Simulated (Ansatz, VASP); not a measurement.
GaAs in VASP and in Ansatz

INCAR

```
SYSTEM = GaAs
PREC = Accurate
ENCUT = 600
EDIFF = 1E-6
ISMEAR = 0
SIGMA = 0.1
LREAL = .False.
LASPH = .True.
NELM = 80
ALGO = Normal
ISIF = 3
LWAVE = .False.
LCHARG = .False.
GGA = PE
IBRION = 2
NSW = 90
EDIFFG = -0.04
```

KPOINTS

```
Automatic mesh
0
Gamma
  2 4 4
  0 0 0
```

Contents of POSCAR:

```
GaAs
1.0
    7.6952952100      0.0000000000      0.0000000000
    0.0000000000      4.3816005500      0.0000000000
    0.0000000000      0.0000000000      4.1487817700
Ga As
4 4
Direct
    0.7500000000      0.0000000000      0.3554073800
    0.0000000000      0.5000000000      0.0000000000
    0.2500000000      0.0000000000      0.6445926200
    0.5000000000      0.5000000000      0.0000000000
    0.7500000000      0.5000000000      0.6445926200
    0.0000000000      0.0000000000      0.0000000000
    0.2500000000      0.5000000000      0.3554073800
    0.5000000000      0.0000000000      0.0000000000
```

Input for Ansatz:

```yaml
crystal:
  lattice:
    - [7.69529521, 0.0, 0.0]
    - [0.0, 4.38160055, 0.0]
    - [0.0, 0.0, 4.14878177]
  atoms:
    - { symbol: Ga, position: [0.75, 0.0, 0.35540738] }
    - { symbol: Ga, position: [0.0, 0.5, 0.0] }
    - { symbol: Ga, position: [0.25, 0.0, 0.64459262] }
    - { symbol: Ga, position: [0.5, 0.5, 0.0] }
    - { symbol: As, position: [0.75, 0.5, 0.64459262] }
    - { symbol: As, position: [0.0, 0.0, 0.0] }
    - { symbol: As, position: [0.25, 0.5, 0.35540738] }
    - { symbol: As, position: [0.5, 0.0, 0.0] }
basis:
  ecutwfc: 420
kpoints:
  mp_grid: { grid: [2, 4, 4] }
hamiltonian:
  xc: pbe
scf:
  occupations: { method: gaussian, width: 0.1 }
  lower_state_search: "off"
output:
  forces: true
  stress: true
  eigenvalues: true
relax:
  adjacent_minimum: "off"
  f_tol: 0.04
  max_steps: 70
  cell: { stress_tol: 0.4 }
```

Alike in both runs: task relaxation of cell and atoms; functional PBE; k mesh 2 × 4 × 4; occupations gaussian, width 0.1 eV; no spin polarisation.

|  | VASP | Ansatz |
| --- | --- | --- |
| version | VASP 6.6.1 | Ansatz 0.2.0 |
| potentials or method | VASP PAW PBE potentials, release 64 (Ga_d, As), cutoff 600 eV | scalar-relativistic, plane waves, PAW |
| valence electrons in the cell | 72 | 112 |

Ansatz gave:

| Quantity | Value |
| --- | --- |
| gap on the k mesh at the Fermi level, each at its own relaxed structure (eV) | none |
| relaxed volume (Å³/atom) | 20.24 |
| relaxed cell length with the largest relative difference (Å) | 3.962 |

Q: Which values does VASP return?

A: gap on the k mesh at the Fermi level, each at its own relaxed structure (eV): none; relaxed volume (Å³/atom): 19.28; relaxed cell length with the largest relative difference (Å): 3.166.

A gap of «none» marks a metal or a gap that the smearing closes. One of these differences is far larger than is usual between the two programs; its cause wasn't traced. VASP's potentials hold 72 valence electrons a cell and Ansatz's 112, so a difference there can come from the potentials and not from the codes.

The k mesh is coarse, so the values compare programs but aren't converged.
